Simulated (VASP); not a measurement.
# Ga: relaxation of cell and atoms with PBE

Ga:

```
Ga
1.0
     2.71383    0.00000    0.00000
     0.00000    2.71383    0.00000
     0.00000    0.00000    2.71383
Ga
1
Direct
  0.00000 0.00000 0.00000
```

The cell was generated, and may not be a known phase.

```json
{
 "Program": "VASP 6.6.1",
 "Task": "relaxation of cell and atoms",
 "Functional": "PBE",
 "Potentials or basis": "VASP PAW PBE potentials, release 64 (Ga_d)",
 "Cutoff": "600 eV",
 "k mesh": "20 × 20 × 20",
 "Occupations": "gaussian, width 0.1 eV",
 "Spin": "no spin polarisation",
 "Dipole correction": "no",
 "Further INCAR settings": "ALGO = Normal; EDIFF = 1e-06; IBRION = 2; EDIFFG = -0.01; NSW = 100; ISIF = 3"
}
```

```json
{
  "Relaxed volume": "20.05 Å³/atom",
  "Relaxed cell": "a = 2.717 Å, b = 2.717 Å, c = 2.717 Å, α = 90.00°, β = 90.00°, γ = 90.00°",
  "Space group after relaxing (to 0.1 Å)": "Pm-3m (No. 221)",
  "Energy gained by relaxing": "0.1 meV/atom",
  "Ionic steps": "2",
  "Pressure after relaxing": "0.0 GPa",
  "Band gap on the k mesh": "zero (an odd number of electrons rules out a gap without spin polarisation)"
}
```

Final structure:
```
CELL_PARAMETERS angstrom
2.71671 0.00000 0.00000
0.00000 2.71671 0.00000
0.00000 0.00000 2.71671
ATOMIC_POSITIONS crystal
Ga 0.00000 0.00000 0.00000
```

Levels at points of the mesh, in eV from the Fermi level:
| k point | band 4 | band 5 | band 6 | band 7 | band 8 | band 9 |
| --- | --- | --- | --- | --- | --- | --- |
| (0.00, 0.00, 0.00) | -14.60 | -14.60 | -10.56 | 8.95 | 8.95 | 8.95 |
| (0.50, 0.00, 0.00) | -14.74 | -14.59 | -6.20 | -4.10 | 12.37 | 12.37 |
| (0.50, 0.50, 0.00) | -14.72 | -14.47 | -1.65 | -0.66 | -0.66 | 4.22 |
| (0.50, 0.50, 0.50) | -14.46 | -14.46 | 2.63 | 2.63 | 2.63 | 3.76 |

It took 36 s on 1 thread of Intel(R) Xeon(R) Platinum 8259CL CPU @ 2.50GHz (Skylake/Cascade Lake) (shared host), peak memory 0.2 GiB.
